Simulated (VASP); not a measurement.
Here is a VASP 6.6.1 calculation.

Contents of INCAR:

```
SYSTEM = C62N
  PREC = Accurate
  ENCUT = 520
  EDIFF = 1E-6
  ISMEAR = 0
  SIGMA = 0.05
  LREAL = Auto
  LASPH = .TRUE.
  NELM = 100
  ALGO = Normal
  ISIF = 2
  LWAVE = .FALSE.
  LCHARG = .FALSE.
  GGA = PE
  NELECT = 254.0
  NBANDS = 164
```

File KPOINTS:

```
Automatic mesh
0
G
  2 2 2
  0 0 0
```

File POSCAR:

```
C62N
1.0
    7.1400000000      0.0000000000      0.0000000000
    0.0000000000      7.1400000000      0.0000000000
    0.0000000000      0.0000000000      7.1400000000
C N
62 1
Direct
    0.5001204270     -0.0001204270     -0.0001204270
    0.6257890453      0.1251916708      0.1251916708
    0.7509350321      0.2504146388      0.0009207895
    0.8772739796      0.3762340336      0.1272384802
    0.7509350321      0.0009207895      0.2504146388
    0.8772739796      0.1272384802      0.3762340336
    0.0000481136      0.0001238340      0.0001238340
    0.1253072163      0.1235982235      0.1235982235
    0.2500453332      0.2499546668     -0.0013485765
    0.3764017765      0.3746927837      0.1235982235
    0.4998761660      0.4999518864      0.0001238340
    0.6242926620      0.6246161328      0.1247135085
    0.7501154674      0.7498845326      0.0001862220
    0.8753838672      0.8757073380      0.1247135085
    0.2500453332     -0.0013485765      0.2499546668
    0.3764017765      0.1235982235      0.3746927837
    0.5013485765      0.2499546668      0.2499546668
    0.6262369602      0.3755706584      0.3755706584
    0.7526286036      0.5013933143      0.2531536842
    0.8658858756      0.6341141244      0.3693342074
    0.4998761660      0.0001238340      0.4999518864
    0.6242926620      0.1247135085      0.6246161328
    0.7526286036      0.2531536842      0.5013933143
    0.8658858756      0.3693342074      0.6341141244
    0.7501154674      0.0001862220      0.7498845326
    0.8753838672      0.1247135085      0.8757073380
   -0.0000905569      0.5000905569     -0.0000073099
    0.1237659664      0.6227260204      0.1272384802
    0.2495853612      0.7490649679      0.0009207895
    0.3748083292      0.8742109547      0.1251916708
    0.0058869711      0.2502817608      0.2502817608
    0.2497182392      0.4941130289      0.2502817608
    0.3727615198      0.6227260204      0.3762340336
    0.4990792105      0.7490649679      0.2504146388
    0.6237857272      0.8762142728      0.3760054700
   -0.0000905569     -0.0000073099      0.5000905569
    0.1237659664      0.1272384802      0.6227260204
    0.2497182392      0.2502817608      0.4941130289
    0.3727615198      0.3762340336      0.6227260204
    0.5000073099      0.5000905569      0.5000905569
    0.6250936691      0.6250317917      0.6250317917
    0.7505897024      0.7494102976      0.4992015641
    0.8749682083      0.8749063309      0.6250317917
    0.2495853612      0.0009207895      0.7490649679
    0.3748083292      0.1251916708      0.8742109547
    0.4990792105      0.2504146388      0.7490649679
    0.6237857272      0.3760054700      0.8762142728
    0.7505897024      0.4992015641      0.7494102976
    0.8749682083      0.6250317917      0.8749063309
   -0.0013933143      0.7473713964      0.2531536842
    0.1244293416      0.8737630398      0.3755706584
    0.1306657926      0.6341141244      0.6341141244
    0.2468463158      0.7473713964      0.5013933143
    0.3752864915      0.8757073380      0.6246161328
   -0.0013933143      0.2531536842      0.7473713964
    0.1244293416      0.3755706584      0.8737630398
    0.2468463158      0.5013933143      0.7473713964
    0.3752864915      0.6246161328      0.8757073380
    0.4998137780      0.7498845326      0.7498845326
    0.6250023026      0.8749976974      0.8749976974
    0.0007984359      0.7494102976      0.7494102976
    0.1239945300      0.8762142728      0.8762142728
    0.1359282615      0.3640717385      0.3640717385
```

Potentials or basis: VASP PAW PBE potentials, release 64 (C, N).

Command:

```bash
$ cat potpaw_PBE.64/C/POTCAR potpaw_PBE.64/N/POTCAR > POTCAR
$ mpirun -np 1 vasp_std > vasp.out
```

(1) Predict the largest force.

## Answers

(1) 0.059 eV/Å.

Caveat: the k points lie up to 0.44 Å⁻¹ apart; the cell carries a net charge on a neutralising background, which shifts energy and pressure.
